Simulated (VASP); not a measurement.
# SnTe3 (Im-3m) in VASP: further runs

Runs on SnTe3. Level: PBE. Tasks: single point.

All numbers are computed with VASP 6.6.1; they aren't measurements. Logs are shortened: lines on timing, memory, paths and dates and some standing lists are left out, and cuts for length are marked.

### Step 1. The cell of the first run

It takes space group Im-3m (No. 229, cubic). The conventional cell has a = 6.417 Å, b = 6.417 Å, c = 6.417 Å, α = 90.00°, β = 90.00°, γ = 90.00°. Within 4.2 Å of Sn (site symmetry m-3m) lie 6 Te at 3.21 Å. Te (site symmetry 4/mmm) has 2 Sn at 3.21 Å and 4 Te at 3.21 Å within 4.2 Å.

The cell was built from a structure type or drawn by symmetry, and may not be a known phase.

### Step 2. Single point, PBE

INCAR

```
SYSTEM = SnTe3
ALGO = Normal ; EDIFF = 1E-6
ENCUT = 520 ; GGA = PE
ISIF = 2 ; ISMEAR = 0
LASPH = .True. ; LCHARG = .False.
LREAL = .False. ; LWAVE = .False.
NBANDS = 24 ; NELM = 80
PREC = Accurate ; SIGMA = 0.1
```

KPOINTS

```
k-points
0
Gamma
  10 10 10
  0 0 0
```

POSCAR

```
SnTe3
1.0
   -3.2082963660      3.2082963660      3.2082963660
    3.2082963660     -3.2082963660      3.2082963660
    3.2082963660      3.2082963660     -3.2082963660
Sn Te
1 3
Direct
    0.0000000000      0.0000000000      0.0000000000
    0.0000000000      0.5000000000      0.5000000000
    0.5000000000      0.0000000000      0.5000000000
    0.5000000000      0.5000000000      0.0000000000
```

Potentials or basis: VASP PAW PBE potentials, release 64 (Sn_d, Te).

On the command line:

```bash
cat potpaw_PBE.64/Sn_d/POTCAR potpaw_PBE.64/Te/POTCAR > POTCAR
mpirun -np 1 vasp_std > vasp.out
```

OUTCAR:

```text
SYSTEM = SnTe3
   EDIFF = 1E-6
   ENCUT = 520
   GGA = PE
   ISIF = 2
   ISMEAR = 0
   LASPH = .True.
   LREAL = .False.
   NELM = 80
   PREC = Accurate

 ion  position               nearest neighbor table
   1  0.000  0.000  0.000-   2 3.21   3 3.21   4 3.21   2 3.21   3 3.21   4 3.21
   2  0.000  0.500  0.500-   1 3.21   3 3.21   4 3.21   1 3.21   4 3.21   3 3.21
   3  0.500  0.000  0.500-   1 3.21   2 3.21   4 3.21   4 3.21   1 3.21   2 3.21
   4  0.500  0.500  0.000-   1 3.21   2 3.21   3 3.21   3 3.21   2 3.21   1 3.21

  LATTYP: Found a body centered cubic cell.
 ALAT       =     6.4165927320

  Lattice vectors:

 A1 = (  -3.2082963660,   3.2082963660,   3.2082963660)
 A2 = (   3.2082963660,  -3.2082963660,   3.2082963660)
 A3 = (   3.2082963660,   3.2082963660,  -3.2082963660)

Analysis of symmetry for initial positions (statically):
=====================================================================
 Subroutine PRICEL returns:
 Original cell was already a primitive cell.

 Routine SETGRP: Setting up the symmetry group for a
 body centered cubic supercell.

 Subroutine GETGRP returns: Found 48 space group operations
 (whereof 48 operations were pure point group operations)
 out of a pool of 48 trial point group operations.

The static configuration has the point symmetry O_h .

Analysis of symmetry for dynamics (positions and initial velocities):
=====================================================================
 Subroutine PRICEL returns:
 Original cell was already a primitive cell.

 Routine SETGRP: Setting up the symmetry group for a
 body centered cubic supercell.

 Subroutine GETGRP returns: Found 48 space group operations
 (whereof 48 operations were pure point group operations)
 out of a pool of 48 trial point group operations.

The dynamic configuration has the point symmetry O_h .

 Subroutine INISYM returns: Found 48 space group operations
 (whereof 48 operations are pure point group operations),
 and found     1 'primitive' translations

----------------------------------------------------------------------------------------

                                     Primitive cell

  volume of cell :     132.0941

  direct lattice vectors                    reciprocal lattice vectors
    -3.208296366  3.208296366  3.208296366     0.000000000  0.155845952  0.155845952
     3.208296366 -3.208296366  3.208296366     0.155845952  0.000000000  0.155845952
     3.208296366  3.208296366 -3.208296366     0.155845952  0.155845952  0.000000000

  length of vectors
     5.556932312  5.556932312  5.556932312     0.220399458  0.220399458  0.220399458

  position of ions in fractional coordinates (direct lattice)
     0.000000000  0.000000000  0.000000000
     0.000000000  0.500000000  0.500000000
     0.500000000  0.000000000  0.500000000
     0.500000000  0.500000000  0.000000000

  ion indices of the primitive-cell ions
   primitive index   ion index
                 1           1
                 2           2
                 3           3
                 4           4

----------------------------------------------------------------------------------------

 KPOINTS: k-points

Automatic generation of k-mesh.
 Grid dimensions read from file:
 generate k-points for:   10   10   10

 Generating k-lattice:

  Cartesian coordinates                     Fractional coordinates (reciprocal lattice)
     0.000000000  0.015584595  0.015584595     0.100000000  0.000000000  0.000000000
     0.015584595  0.000000000  0.015584595     0.000000000  0.100000000  0.000000000
     0.015584595  0.015584595  0.000000000     0.000000000  0.000000000  0.100000000

  Length of vectors
     0.022039946  0.022039946  0.022039946

  Shift w.r.t. Gamma in fractional coordinates (k-lattice)
     0.000000000  0.000000000  0.000000000

 Subroutine IBZKPT returns following result:
 ===========================================

 Found     47 irreducible k-points:

 Following reciprocal coordinates:
            Coordinates               Weight
  0.000000  0.000000  0.000000      1.000000
  0.100000  0.000000  0.000000     12.000000
  0.200000  0.000000  0.000000     12.000000
  0.300000  0.000000  0.000000     12.000000
  0.400000  0.000000  0.000000     12.000000
  0.500000  0.000000  0.000000      6.000000
[... 16 lines left out ...]
  0.300000  0.300000  0.100000      8.000000
 -0.300000  0.300000  0.100000     24.000000
 [... further k-points ...]
   k-points           NKPTS =     47   k-points in BZ     NKDIM =     47   number of bands    NBANDS=     24
   number of dos      NEDOS =    301   number of ions     NIONS =      4
   total plane-waves  NPLWV =  74088
   dimension x,y,z NGX =    42 NGY =   42 NGZ =   42
   dimension x,y,z NGXF=    84 NGYF=   84 NGZF=   84
   ions per type =               1   3
   NGX,Y,Z   is equivalent  to a cutoff of  12.57, 12.57, 12.57 a.u.
   NGXF,Y,Z  is equivalent  to a cutoff of  25.13, 25.13, 25.13 a.u.
 SYSTEM =  SnTe3
   PREC   = accura    normal or accurate (medium, high low for compatibility)
   ISTART =      0    job   : 0-new  1-cont  2-samecut
   ICHARG =      2    charge: 1-file 2-atom 10-const
   ISPIN  =      1    spin polarized calculation?
   LNONCOLLINEAR =      F non collinear calculations
   LSORBIT =      F    spin-orbit coupling
   LASPH  =      T    aspherical Exc in radial PAW
   ENCUT  =  520.0 eV  38.22 Ry    6.18 a.u.  10.33 10.33 10.33*2*pi/ulx,y,z
   NELM   =     80;   NELMIN=  2; NELMDL= -5     # of ELM steps
   EDIFF  = 0.1E-05   stopping-criterion for ELM
   LREAL  =      F    real-space projection
   EDIFFG = 0.1E-04   stopping-criterion for IOM
   NSW    =      0    number of steps for IOM
   IBRION =     -1    ionic relax: 0-MD 1-quasi-New 2-CG
   NFREE  =      0    steps in history (QN), initial steepest desc. (CG)
   ISIF   =      2    stress and relaxation
   ISYM   =      2    0-nonsym 1-usesym 2-fastsym
   POTIM  = 0.5000    time-step for ionic-motion
   TEBEG  =    0.0;   TEEND  =   0.0 temperature during run
   PSTRESS=    0.0 pullay stress
   NELECT =      32.0000    total number of electrons
   NUPDOWN=      -1.0000    fix difference up-down
   EMIN   =  10.00;   EMAX   =-10.00  energy-range for DOS
   EFERMI =   0.00;   METHOD = LEGACY
   ISMEAR =     0;   SIGMA  =   0.10  broadening in eV -4-tet -1-fermi 0-gaus
   EFERMI_NEDOS =   21; number of points for ismear=-14 and -15
   IALGO  =     38    algorithm
   IMIX   =      4    mixing-type and parameters
     AMIX     =   0.40;   BMIX     =  1.00
     AMIX_MAG =   1.60;   BMIX_MAG =  1.00
  volume/ion in A,a.u.               =      33.02       222.85
  Fermi-wavevector in a.u.,A,eV,Ry     =   1.020541  1.928542 14.170514  1.041503
  Thomas-Fermi vector in A             =   2.154116
   LORBIT       =      0    0 simple, 1 ext, 2 COOP (PROOUT), +10 PAW based schemes
   GGA     = PE    functional components
   LHFCALC =     F    Hartree Fock is set to
   AEXX    =    0.0000 exact exchange contribution
   IVDW    =     0    specifies the selected vdW correction
   LEPSILON=     F    determine dielectric tensor
   LRPA    =     F    only Hartree local field effects (RPA)
 non-spin polarized calculation
 Gauss-broadening in eV      SIGMA  =   0.10
  energy-cutoff  :      520.00
  volume of cell :      132.09
 maximum number of plane-waves:      3575
 NGX is ok and might be reduce to    42
   NGX = 21   NGY = 21   NGZ = 21

 number of electron      32.0000008 magnetization

 Free energy of the ion-electron system (eV)
  ---------------------------------------------------
  ext. energy  EPLUGINS =         0.00000000
  ---------------------------------------------------
  free energy    TOTEN  =       -13.66963812 eV

  energy without entropy =      -13.66244716  energy(sigma->0) =      -13.66604264

 E-fermi :   6.1083     XC(G=0):  -9.2453

 val. band max:        6.0892578644   @ k =   0.2000   0.1000   0.1000
 cond. band min:       6.1330233094   @ k =   0.2000   0.1000   0.1000
 fundamental gap:      0.0437654450
 Fermi energy:         6.1083277557

 k-point     1 :       0.0000    0.0000    0.0000
  band No.  band energies     occupation
      1     -15.3769      2.00000
      2     -15.3769      2.00000
      3     -15.3678      2.00000
      4     -15.3678      2.00000
      5     -15.3678      2.00000
      6      -6.8414      2.00000
[... 16 lines left out ...]
     23      11.6844      0.00000
     24      11.6844      0.00000

 k-point     2 :       0.1000    0.0000    0.0000
  band No.  band energies     occupation
      1     -15.3769      2.00000
      2     -15.3768      2.00000
      3     -15.3679      2.00000
      4     -15.3678      2.00000
      5     -15.3678      2.00000
      6      -6.7880      2.00000
[... 16 lines left out ...]
     23      11.3395      0.00000
     24      11.6064      0.00000

 k-point     3 :       0.2000    0.0000    0.0000
  band No.  band energies     occupation
      1     -15.3770      2.00000
      2     -15.3768      2.00000
      3     -15.3679      2.00000
      4     -15.3678      2.00000
      5     -15.3677      2.00000
      6      -6.6308      2.00000
[... 16 lines left out ...]
     23      10.5176      0.00000
     24      11.4035      0.00000
[... 514 lines left out ...]
 k-point    23 :       0.3000    0.3000    0.1000
  band No.  band energies     occupation
      1     -15.3766      2.00000
      2     -15.3766      2.00000
      3     -15.3680      2.00000
      4     -15.3677      2.00000
      5     -15.3677      2.00000
      6      -5.3712      2.00000
[... 16 lines left out ...]
     23      13.6140      0.00000
     24      13.6140      0.00000

 k-point    24 :      -0.3000    0.3000    0.1000
  band No.  band energies     occupation
      1     -15.3771      2.00000
      2     -15.3767      2.00000
      3     -15.3679      2.00000
      4     -15.3678      2.00000
      5     -15.3675      2.00000
      6      -6.3373      2.00000
[... 16 lines left out ...]
     23      10.9983      0.00000
     24      11.2487      0.00000

 [... further k-points ...]

------------------------ aborting loop because EDIFF is reached ----------------------------------------

  FORCE on cell =-STRESS in cart. coord.  units (eV):
  Direction    XX          YY          ZZ          XY          YZ          ZX
  --------------------------------------------------------------------------------------
  -------------------------------------------------------------------------------------
  Total       -0.0326479     -0.0326479     -0.0326479     -0.0000000     -0.0000000      0.0000000
  in kB       -0.3959881     -0.3959881     -0.3959881     -0.0000000     -0.0000000      0.0000000
  external PRESSURE =      -0.3959881 kB  Pullay stress =       0.0000000 kB

 VOLUME and BASIS-vectors are now :
 -----------------------------------------------------------------------------
  energy-cutoff  :      520.00
  volume of cell :      132.09
      direct lattice vectors                 reciprocal lattice vectors
    -3.208296366  3.208296366  3.208296366     0.000000000  0.155845952  0.155845952
     3.208296366 -3.208296366  3.208296366     0.155845952  0.000000000  0.155845952
     3.208296366  3.208296366 -3.208296366     0.155845952  0.155845952  0.000000000

 POSITION                                       TOTAL-FORCE (eV/Angst)
 -----------------------------------------------------------------------------------
      0.00000      0.00000      0.00000         0.000000      0.000000      0.000000
      3.20830      0.00000      0.00000        -0.000000      0.000000     -0.000000
      0.00000      3.20830      0.00000        -0.000000     -0.000000      0.000000
      0.00000      0.00000      3.20830         0.000000      0.000000     -0.000000
 -----------------------------------------------------------------------------------
    total drift:                               -0.000000      0.000000     -0.000000

  FREE ENERGIE OF THE ION-ELECTRON SYSTEM (eV)
  ---------------------------------------------------
  free  energy   TOTEN  =       -13.6696381175 eV

  energy  without entropy=      -13.6624471619  energy(sigma->0) =      -13.66604264
```

It took 3.7 min on 1 thread of Intel Xeon 8259CL, shared host; peak memory 0.34 GiB.

What came out:

```
Free energy            : -13.6696 eV
Pressure               : 0.0 GPa
Band gap on the k mesh : zero (bands 16 and 17 overlap by 3.38 eV)
```

Caveat: spin-orbit coupling is left out, which moves the levels of the heavy elements.

### Step 3. Single point, PBE (34.01 Å³/atom)

This run uses another cell than the first one, of 34.01 Å³/atom.

INCAR

```
PREC = Accurate
ENCUT = 520
EDIFF = 1E-6
ISMEAR = 0
SIGMA = 0.1
LREAL = False
LASPH = True
NELM = 100
ALGO = Normal
ISIF = 2
LWAVE = False
LCHARG = True
GGA = PE
LELF = True
LVHAR = True
NBANDS = 24
```

KPOINTS

```
regular mesh
0
Gamma
  10 10 10
```

POSCAR

```
SnTe3
1.0
   -3.2400637426      3.2400637426      3.2400637426
    3.2400637426     -3.2400637426      3.2400637426
    3.2400637426      3.2400637426     -3.2400637426
Sn Te
1 3
Direct
    0.0000000000      0.0000000000      0.0000000000
    0.0000000000      0.5000000000      0.5000000000
    0.5000000000      0.0000000000      0.5000000000
    0.5000000000      0.5000000000      0.0000000000
```

Potentials or basis: VASP PAW PBE potentials, release 64 (Sn_d, Te).

On the command line:

```bash
cat potpaw_PBE.64/Sn_d/POTCAR potpaw_PBE.64/Te/POTCAR > POTCAR
mpirun -np 1 vasp_std > vasp.out
```

It took 4.7 min on 1 thread of Intel Xeon 8259CL, shared host; peak memory 0.34 GiB.

The run converged. Its results:

| Property | Result |
| --- | --- |
| Free energy | -13.6539 eV |
| Pressure | -1.2 GPa |
| Band gap on the k mesh | zero (bands 16 and 17 overlap by 3.26 eV) |

Levels at points of the mesh, in eV from the Fermi level:
```tsv
k point	band 13	band 14	band 15	band 16	band 17	band 18	band 19	band 20
(0.00, 0.00, 0.00)	-3.15	-3.15	-3.15	1.90	1.90	1.90	2.62	2.62
(0.50, 0.00, 0.00)	-1.76	-1.75	-1.68	-0.77	0.17	1.04	1.23	2.42
(0.50, 0.50, 0.50)	-2.12	-2.12	-2.12	2.57	2.57	2.57	4.73	4.73
```

Caveat: spin-orbit coupling is left out, which moves the levels of the heavy elements.
